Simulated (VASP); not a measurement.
# Nb in VASP: further runs

Aim: see how the results for Nb move with the level of theory and the settings. Levels: r2SCAN0+D3(BJ), rpbe exchange, lyp correlation, HF. Tasks: single point.

All numbers are computed with VASP 6.6.1; they aren't measurements. Logs are shortened: lines on timing, memory, paths and dates and some standing lists are left out, and cuts for length are marked.

## (1) The cell of the first run

It takes space group Fm-3m (No. 225, cubic). Conventional cell: a = 4.230 Å, b = 4.230 Å, c = 4.230 Å, α = 90.00°, β = 90.00°, γ = 90.00°. Nb (site symmetry m-3m) has 12 Nb at 2.99 Å within 3.9 Å.

This isn't the form of Nb at room conditions, which is bcc.

## (2) Single point, r2SCAN0+D3(BJ)

POSCAR reads:

```
Nb
1.0
    0.0000000000      2.1150000000      2.1150000000
    2.1150000000      0.0000000000      2.1150000000
    2.1150000000      2.1150000000      0.0000000000
Nb
1
Direct
    0.0000000000      0.0000000000      0.0000000000
```

INCAR.step1 reads:

```
PREC = Accurate
ENCUT = 440
EDIFF = 1E-5
ISMEAR = -1
SIGMA = 0.1
LREAL = False
LASPH = True
NELM = 120
ALGO = Normal
ISIF = 2
LWAVE = True
NBANDS = 12
GGA = PE
GGA_COMPAT = False
```

INCAR.step2 reads:

```
PREC = Accurate
ENCUT = 440
EDIFF = 1E-6
ISMEAR = -1
SIGMA = 0.1
LREAL = False
LASPH = True
NELM = 120
ALGO = Normal
ISIF = 2
LWAVE = False
LCHARG = True
METAGGA = R2SCAN
LHFCALC = True
AEXX = 0.25
LMIXTAU = True
PRECFOCK = Normal
IVDW = 12
LELF = True
LVHAR = True
NBANDS = 12
ISTART = 1
VDW_S6 = 1.0
VDW_S8 = 1.1846
VDW_A1 = 0.4534
VDW_A2 = 5.8972
GGA_COMPAT = False
```

KPOINTS reads:

```
Automatic mesh
0
Gamma
  7 7 7
```

Potentials or basis: VASP PAW PBE potentials, release 64 (Nb_sv).

On the command line:

```bash
cat potpaw_PBE.64/Nb_sv/POTCAR > POTCAR
cp INCAR.step1 INCAR
mpirun -np 1 vasp_std > vasp.out
cp INCAR.step2 INCAR
mpirun -np 1 vasp_std > vasp.out
```

OUTCAR:

```text
PREC = Accurate
   ENCUT = 440
   EDIFF = 1E-6
   ISMEAR = -1
   LREAL = False
   LASPH = True
   NELM = 120
   ISIF = 2
   METAGGA = R2SCAN
   LHFCALC = True
   AEXX = 0.25
   PRECFOCK = Normal
   IVDW = 12
   ISTART = 1
 IVDW          = 12

 ion  position               nearest neighbor table
   1  0.000  0.000  0.000-

  LATTYP: Found a face centered cubic cell.
 ALAT       =     4.2300000000

  Lattice vectors:

 A1 = (   0.0000000000,   2.1150000000,   2.1150000000)
 A2 = (   2.1150000000,   0.0000000000,   2.1150000000)
 A3 = (   2.1150000000,   2.1150000000,   0.0000000000)

Analysis of symmetry for initial positions (statically):
=====================================================================
 Subroutine PRICEL returns:
 Original cell was already a primitive cell.

 Routine SETGRP: Setting up the symmetry group for a
 face centered cubic supercell.

 Subroutine GETGRP returns: Found 48 space group operations
 (whereof 48 operations were pure point group operations)
 out of a pool of 48 trial point group operations.

The static configuration has the point symmetry O_h .

Analysis of symmetry for dynamics (positions and initial velocities):
=====================================================================
 Subroutine PRICEL returns:
 Original cell was already a primitive cell.

 Routine SETGRP: Setting up the symmetry group for a
 face centered cubic supercell.

 Subroutine GETGRP returns: Found 48 space group operations
 (whereof 48 operations were pure point group operations)
 out of a pool of 48 trial point group operations.

The dynamic configuration has the point symmetry O_h .

 Subroutine INISYM returns: Found 48 space group operations
 (whereof 48 operations are pure point group operations),
 and found     1 'primitive' translations

----------------------------------------------------------------------------------------

                                     Primitive cell

  volume of cell :      18.9217

  direct lattice vectors                    reciprocal lattice vectors
     0.000000000  2.115000000  2.115000000    -0.236406619  0.236406619  0.236406619
     2.115000000  0.000000000  2.115000000     0.236406619 -0.236406619  0.236406619
     2.115000000  2.115000000  0.000000000     0.236406619  0.236406619 -0.236406619

  length of vectors
     2.991061684  2.991061684  2.991061684     0.409468276  0.409468276  0.409468276

  position of ions in fractional coordinates (direct lattice)
     0.000000000  0.000000000  0.000000000

  ion indices of the primitive-cell ions
   primitive index   ion index
                 1           1

----------------------------------------------------------------------------------------

 KPOINTS: Automatic mesh

Automatic generation of k-mesh.
 Grid dimensions read from file:
 generate k-points for:    7    7    7

 Generating k-lattice:

  Cartesian coordinates                     Fractional coordinates (reciprocal lattice)
    -0.033772374  0.033772374  0.033772374     0.142857143  0.000000000  0.000000000
     0.033772374 -0.033772374  0.033772374     0.000000000  0.142857143  0.000000000
     0.033772374  0.033772374 -0.033772374     0.000000000  0.000000000  0.142857143

  Length of vectors
     0.058495468  0.058495468  0.058495468

  Shift w.r.t. Gamma in fractional coordinates (k-lattice)
     0.000000000  0.000000000  0.000000000

 Subroutine IBZKPT returns following result:
 ===========================================

 Found     20 irreducible k-points:

 Following reciprocal coordinates:
            Coordinates               Weight
  0.000000  0.000000  0.000000      1.000000
  0.142857  0.000000  0.000000      8.000000
  0.285714  0.000000  0.000000      8.000000
  0.428571  0.000000  0.000000      8.000000
  0.142857  0.142857  0.000000      6.000000
  0.285714  0.142857  0.000000     24.000000
[... 12 lines left out ...]
 -0.428571  0.428571  0.142857     24.000000
 -0.285714  0.428571  0.142857     24.000000
   k-points           NKPTS =     20   k-points in BZ     NKDIM =    343   number of bands    NBANDS=     12
   number of dos      NEDOS =    301   number of ions     NIONS =      1
   total plane-waves  NPLWV =   8000
   dimension x,y,z NGX =    20 NGY =   20 NGZ =   20
   dimension x,y,z NGXF=    40 NGYF=   40 NGZF=   40
   ions per type =               1
   NGX,Y,Z   is equivalent  to a cutoff of  11.12, 11.12, 11.12 a.u.
   NGXF,Y,Z  is equivalent  to a cutoff of  22.23, 22.23, 22.23 a.u.
 SYSTEM =  unknown system
   PREC   = accura    normal or accurate (medium, high low for compatibility)
   ISTART =      1    job   : 0-new  1-cont  2-samecut
   ICHARG =      0    charge: 1-file 2-atom 10-const
   ISPIN  =      1    spin polarized calculation?
   LNONCOLLINEAR =      F non collinear calculations
   LSORBIT =      F    spin-orbit coupling
   LASPH  =      T    aspherical Exc in radial PAW
   ENCUT  =  440.0 eV  32.34 Ry    5.69 a.u.   5.12  5.12  5.12*2*pi/ulx,y,z
   NELM   =    120;   NELMIN=  2; NELMDL=  0     # of ELM steps
   EDIFF  = 0.1E-05   stopping-criterion for ELM
   LREAL  =      F    real-space projection
   EDIFFG = 0.1E-04   stopping-criterion for IOM
   NSW    =      0    number of steps for IOM
   IBRION =     -1    ionic relax: 0-MD 1-quasi-New 2-CG
   NFREE  =      0    steps in history (QN), initial steepest desc. (CG)
   ISIF   =      2    stress and relaxation
   ISYM   =      3    0-nonsym 1-usesym 2-fastsym
   POTIM  = 0.5000    time-step for ionic-motion
   TEBEG  =    0.0;   TEEND  =   0.0 temperature during run
   PSTRESS=    0.0 pullay stress
   NELECT =      13.0000    total number of electrons
   NUPDOWN=      -1.0000    fix difference up-down
   EMIN   =  10.00;   EMAX   =-10.00  energy-range for DOS
   EFERMI =   0.00;   METHOD = LEGACY
   ISMEAR =    -1;   SIGMA  =   0.10  broadening in eV -4-tet -1-fermi 0-gaus
   EFERMI_NEDOS =   21; number of points for ismear=-14 and -15
   IALGO  =     38    algorithm
   IMIX   =      1    mixing-type and parameters
     AMIX     =   0.40;   BMIX     =  1.00
     AMIX_MAG =   1.60;   BMIX_MAG =  1.00
  volume/ion in A,a.u.               =      18.92       127.69
  Fermi-wavevector in a.u.,A,eV,Ry     =   1.444560  2.729823 28.392005  2.086754
  Thomas-Fermi vector in A             =   2.562841
   LORBIT       =      0    0 simple, 1 ext, 2 COOP (PROOUT), +10 PAW based schemes
   METAGGA = R2SCAN    functional components
   LHFCALC =     T    Hartree Fock is set to
   PRECFOCK=normal    Normal, Fast or Accurate (Low or Medium for compatibility)
   ENCUT4O =  -1.0   cutoff for four orbital integrals eV
   NKREDX  =     1    reduce k-point grid by
   NKREDY  =     1    reduce k-point grid by
   NKREDZ  =     1    reduce k-point grid by
   AEXX    =    0.2500 exact exchange contribution
   HFSCREEN=    0.0000 screening length (either q_TF or 0.3 A-1)
   HFSCREENC=   0.0000 screening length for correlation (either q_TF or 0.3 A-1)
   ENCUTFOCK=  -1.0 apply spherical cutoff to Coloumb kernel
   IVDW    =    12    specifies the selected vdW correction
   LEPSILON=     F    determine dielectric tensor
   LRPA    =     F    only Hartree local field effects (RPA)
 non-spin polarized calculation
  energy-cutoff  :      440.00
  volume of cell :       18.92
 maximum number of plane-waves:       411
  NGX = 16; NGY = 16; NGZ = 16

 number of electron      13.0000000 magnetization

 Free energy of the ion-electron system (eV)
  ---------------------------------------------------
  ext. energy  EPLUGINS =         0.00000000
  ---------------------------------------------------
  free energy    TOTEN  =       -23.76268931 eV

  energy without entropy =      -23.75857714  energy(sigma->0) =      -23.76063323

 E-fermi :  10.9362     XC(G=0): -10.3500

 val. band max:       10.4391400050   @ k =   0.4286   0.1429   0.0000
 cond. band min:      11.3055872730   @ k =  -0.4286   0.1429   0.0000
 fundamental gap:      0.8664472680
 Fermi energy:        10.9362153780

 k-point     1 :       0.0000    0.0000    0.0000
  band No.  band energies     occupation
      1     -49.6192      2.00000
      2     -22.9923      2.00000
      3     -22.9923      2.00000
      4     -22.9923      2.00000
      5       2.8181      2.00000
      6      11.4836      0.00836
      7      11.4836      0.00836
      8      11.4836      0.00836
      9      14.8877      0.00000
     10      14.8877      0.00000
     11      23.9072      0.00000
     12      29.2968      0.00000

 k-point     2 :       0.1429    0.0000    0.0000
  band No.  band energies     occupation
      1     -49.5775      2.00000
      2     -23.2662      2.00000
      3     -23.0234      2.00000
      4     -23.0234      2.00000
      5       3.6572      2.00000
      6      10.1908      1.99884
      7      11.8456      0.00022
      8      11.8456      0.00022
      9      14.6022      0.00000
     10      14.6022      0.00000
     11      25.4014      0.00000
     12      27.0562      0.00000

 k-point     3 :       0.2857    0.0000    0.0000
  band No.  band energies     occupation
      1     -49.4825      2.00000
      2     -23.8567      2.00000
      3     -23.0943      2.00000
      4     -23.0943      2.00000
      5       5.3071      2.00000
      6       9.5706      2.00000
      7      11.9142      0.00011
      8      11.9142      0.00011
      9      15.0565      0.00000
     10      15.0565      0.00000
     11      24.0487      0.00000
     12      27.6759      0.00000

 k-point     4 :       0.4286    0.0000    0.0000
  band No.  band energies     occupation
      1     -49.4051      2.00000
      2     -24.3074      2.00000
      3     -23.1507      2.00000
      4     -23.1507      2.00000
      5       5.7223      2.00000
      6      11.4474      0.01198
      7      11.4474      0.01198
      8      11.6186      0.00217
      9      16.4907      0.00000
     10      16.4907      0.00000
     11      22.8703      0.00000
     12      24.5747      0.00000

 k-point     5 :       0.1429    0.1429    0.0000
  band No.  band energies     occupation
      1     -49.5637      2.00000
      2     -23.2608      2.00000
      3     -23.0806      2.00000
      4     -23.0806      2.00000
      5       3.9344      2.00000
      6       9.6863      1.99999
      7      12.1852      0.00001
      8      12.1852      0.00001
      9      13.6139      0.00000
     10      15.2156      0.00000
     11      26.0918      0.00000
     12      28.1311      0.00000
[... 168 lines left out ...]
      1     -49.4153      2.00000
      2     -23.9271      2.00000
      3     -23.4123      2.00000
      4     -23.2057      2.00000
      5       6.7965      2.00000
      6       8.1511      2.00000
      7      10.0773      1.99963
      8      13.9421      0.00000
      9      14.1601      0.00000
     10      17.3786      0.00000
     11      25.8027      0.00000
     12      28.0104      0.00000

 k-point    18 :      -0.4286    0.2857    0.1429
  band No.  band energies     occupation
      1     -49.3574      2.00000
      2     -24.0972      2.00000
      3     -23.5817      2.00000
      4     -23.2890      2.00000
      5       7.4652      2.00000
      6       8.3981      2.00000
      7       9.5631      2.00000
      8      13.3731      0.00000
      9      15.9775      0.00000
     10      19.3272      0.00000
     11      22.8484      0.00000
     12      26.8411      0.00000

 k-point    19 :      -0.4286    0.4286    0.1429
  band No.  band energies     occupation
      1     -49.3327      2.00000
      2     -24.1051      2.00000
      3     -23.5882      2.00000
      4     -23.4344      2.00000
      5       6.6797      2.00000
      6       7.2908      2.00000
      7      11.4455      0.01220
      8      15.0911      0.00000
      9      16.6645      0.00000
     10      19.4797      0.00000
     11      23.7515      0.00000
     12      24.1647      0.00000

 k-point    20 :      -0.2857    0.4286    0.1429
  band No.  band energies     occupation
      1     -49.3259      2.00000
      2     -23.9308      2.00000
      3     -23.8480      2.00000
      4     -23.4137      2.00000
      5       7.3455      2.00000
      6       8.1979      2.00000
      7       9.6494      1.99999
      8      13.9620      0.00000
      9      16.6810      0.00000
     10      21.0469      0.00000
     11      22.4716      0.00000
     12      24.6357      0.00000

------------------------ aborting loop because EDIFF is reached ----------------------------------------

 Edisp (eV)   -0.44115

 E8    (eV) :    -0.2229

  FORCE on cell =-STRESS in cart. coord.  units (eV):
  Direction    XX          YY          ZZ          XY          YZ          ZX
  --------------------------------------------------------------------------------------
  -------------------------------------------------------------------------------------
  Total      -1.17775    -1.17775    -1.17775     0.00000    -0.00000    -0.00000
  in kB     -99.72458   -99.72458   -99.72458     0.00000    -0.00000    -0.00000
  external pressure =      -99.72 kB  Pullay stress =        0.00 kB

 VOLUME and BASIS-vectors are now :
 -----------------------------------------------------------------------------
  energy-cutoff  :      440.00
  volume of cell :       18.92
      direct lattice vectors                 reciprocal lattice vectors
     0.000000000  2.115000000  2.115000000    -0.236406619  0.236406619  0.236406619
     2.115000000  0.000000000  2.115000000     0.236406619 -0.236406619  0.236406619
     2.115000000  2.115000000  0.000000000     0.236406619  0.236406619 -0.236406619

 POSITION                                       TOTAL-FORCE (eV/Angst)
 -----------------------------------------------------------------------------------
      0.00000      0.00000      0.00000         0.000000      0.000000      0.000000
 -----------------------------------------------------------------------------------
    total drift:                               -0.000000      0.000000     -0.000000

  FREE ENERGIE OF THE ION-ELECTRON SYSTEM (eV)
  ---------------------------------------------------
  free  energy   TOTEN  =       -24.2038361507 eV

  energy  without entropy=      -24.1997239844  energy(sigma->0) =      -24.20178007
```

Wall time 8.5 min (1 thread of Intel Xeon 6975P-C (Granite Rapids), shared host); peak memory 0.14 GiB.

Results:

| Quantity | Value |
| --- | --- |
| Free energy | -24.2038 eV |
| Pressure | -10.0 GPa |
| Band gap on the k mesh | zero (an odd number of electrons rules out a gap without spin polarisation) |
| Dispersion energy per atom | -0.441 eV |

Levels at points of the mesh, in eV from the Fermi level:
| k point | band 3 | band 4 | band 5 | band 6 | band 7 | band 8 | band 9 | band 10 |
| --- | --- | --- | --- | --- | --- | --- | --- | --- |
| (0.00, 0.00, 0.00) | -33.93 | -33.93 | -8.12 | 0.55 | 0.55 | 0.55 | 3.95 | 3.95 |

Caveat: the k points lie up to 0.37 Å⁻¹ apart, too coarse for converged energies and pressures of a metal; three body term missing; the PAW data sets were made with another functional, which shifts forces and pressure a little.

## (3) Single point, rpbe exchange, lyp correlation, collinear spin (the cell strained at random)

INCAR reads:

```
ALGO = Normal
EDIFF = 1E-6
ENCUT = 500
GGA = LIBXC
GGA_COMPAT = False
ISIF = 2
ISMEAR = 0
ISPIN = 2
LASPH = True
LCHARG = True
LELF = True
LIBXC1 = GGA_X_RPBE
LIBXC2 = GGA_C_LYP
LMAXMIX = 4
LORBIT = 11
LREAL = False
LVHAR = True
LWAVE = False
MAGMOM = 0.56
NBANDS = 16
NELM = 200
PREC = Accurate
SIGMA = 0.1
```

KPOINTS reads:

```
k-points
0
Gamma
  11 11 11
```

POSCAR reads:

```
Nb
1.0
    0.0114240000      2.1343710000      2.1125540000
    2.1145960000     -0.0030440000      2.1270210000
    2.0958870000      2.1301300000      0.0156650000
Nb
1
Direct
    0.0000000000      0.0000000000      0.0000000000
```

Potentials or basis: VASP PAW PBE potentials, release 64 (Nb_sv).

On the command line:

```bash
cat potpaw_PBE.64/Nb_sv/POTCAR > POTCAR
mpirun -np 1 vasp_std > vasp.out
```

Wall time 2 min (1 thread of Intel Xeon 6975P-C (Granite Rapids), shared host); peak memory 0.37 GiB.

The run converged. Its results:

- Free energy: -8.1670 eV
- Pressure: 6.7 GPa
- Net moment: 0.00 μB per cell
- Valence electrons inside the program's atomic spheres: Nb 10.69

Stress tensor (GPa, compression positive):
```
 4.60 -0.19  0.69
-0.19  9.19  0.01
 0.69  0.01  6.43
```

Levels at points of the mesh, in eV from the Fermi level:
Spin up:
```csv
k point,band 3,band 4,band 5,band 6,band 7,band 8,band 9,band 10,band 11,band 12
"(0.00, 0.00, 0.00)",-30.29,-30.27,-6.08,-0.07,-0.01,0.22,2.48,2.70,11.86,16.41
```
Spin down:
```
           k point  band 4  band 5  band 6  band 7  band 8  band 9  band 10  band 11
(0.00, 0.00, 0.00)  -30.27   -6.08   -0.07   -0.01    0.22    2.48     2.70    11.86
```

Caveat: the cell differs from its parent crystal (the cell strained at random); the cell stands under pressure; the PAW data sets were made with another functional, which shifts forces and pressure a little.

## (4) Single point, HF

This run uses another cell than the first one, of 19.73 Å³/atom.

POSCAR reads:

```
Nb
1.0
    0.0000000000      2.1448359377      2.1448359377
    2.1448359377      0.0000000000      2.1448359377
    2.1448359377      2.1448359377      0.0000000000
Nb
1
Direct
    0.0000000000      0.0000000000      0.0000000000
```

INCAR.step1 reads:

```
SYSTEM = Nb
  ALGO = Normal
  EDIFF = 1E-5
  ENCUT = 520
  GGA = PE
  ISIF = 2
  ISMEAR = -1
  LASPH = .TRUE.
  LREAL = .FALSE.
  LWAVE = .TRUE.
  NBANDS = 12
  NELM = 80
  PREC = Accurate
  SIGMA = 0.05
```

INCAR.step2 reads:

```
SYSTEM = Nb
  AEXX = 1.0
  AGGAC = 0.0
  ALDAC = 0.0
  ALGO = Normal
  EDIFF = 1E-7
  ENCUT = 520
  GGA = PE
  ISIF = 2
  ISMEAR = -1
  ISTART = 1
  LASPH = .TRUE.
  LCHARG = .TRUE.
  LELF = .TRUE.
  LHFCALC = .TRUE.
  LREAL = .FALSE.
  LVHAR = .TRUE.
  LWAVE = .FALSE.
  NBANDS = 12
  NELM = 80
  PREC = Accurate
  PRECFOCK = Normal
  SIGMA = 0.05
```

KPOINTS reads:

```
k-points
0
G
  6 6 6
  0 0 0
```

On the command line:

```bash
cat potpaw_PBE.64/Nb_sv/POTCAR > POTCAR
cp INCAR.step1 INCAR
mpirun -np 1 vasp_std > vasp.out
cp INCAR.step2 INCAR
mpirun -np 1 vasp_std > vasp.out
```

It took 11 min on 1 thread of AMD EPYC 9R45 (Zen 5), shared host; peak memory 0.12 GiB.

The run converged. Its results:

```yaml
Free_energy: -19.0881 eV
Pressure: -3.8 GPa
Band_gap_on_the_k_mesh: zero (an odd number of electrons rules out a gap without spin polarisation)
```

Levels at points of the mesh, in eV from the Fermi level:
```csv
k point,band 2,band 3,band 4,band 5,band 6,band 7,band 8,band 9,band 10,band 11
"(0.00, 0.00, 0.00)",-42.39,-42.39,-42.39,-13.08,2.15,2.15,2.15,7.20,7.20,14.81
"(0.50, 0.00, 0.00)",-43.96,-42.55,-42.55,-8.76,-2.79,2.18,2.18,8.69,8.69,14.62
"(0.50, 0.50, 0.00)",-43.81,-42.83,-42.83,-8.12,-7.90,4.47,9.02,9.02,9.41,15.01
```

Caveat: the k points lie up to 0.42 Å⁻¹ apart, too coarse for converged energies and pressures of a metal; the PAW data sets were made with another functional, which shifts forces and pressure a little.

## (5) The runs side by side

```tsv
level	spin	cell	k mesh	cutoff (eV)	smearing	grid for exact exchange (PRECFOCK)	share of exact exchange	gap on the mesh (eV)	pressure (GPa)
r2SCAN0+D3(BJ)	off	a = 2.991 Å, angles 60.0°, 1 atom	7 × 7 × 7	440	fermi-dirac 0.1 eV	Normal	0.25	none	-10.0
rpbe exchange, lyp correlation	collinear	a = 3.003, b = 2.999, c = 2.988 Å, angles 60.2, 59.1, 59.9°, 1 atom	11 × 11 × 11	500	gaussian 0.1 eV	-	-	none	6.7
HF	off	a = 3.033 Å, angles 60.0°, 1 atom	6 × 6 × 6	520	fermi-dirac 0.05 eV	Normal	1	none	-3.8
```

Alike in all rows: task single point; potentials or basis VASP PAW PBE potentials, release 64 (Nb_sv).

Caveats: some runs use coarse meshes; the PAW data sets were made with another functional, which shifts forces and pressure a little; three body term missing (at least some runs); the cell stands under pressure (at least some runs).

Total energies depend on the potentials used, so only differences within one code and one set of settings carry meaning.
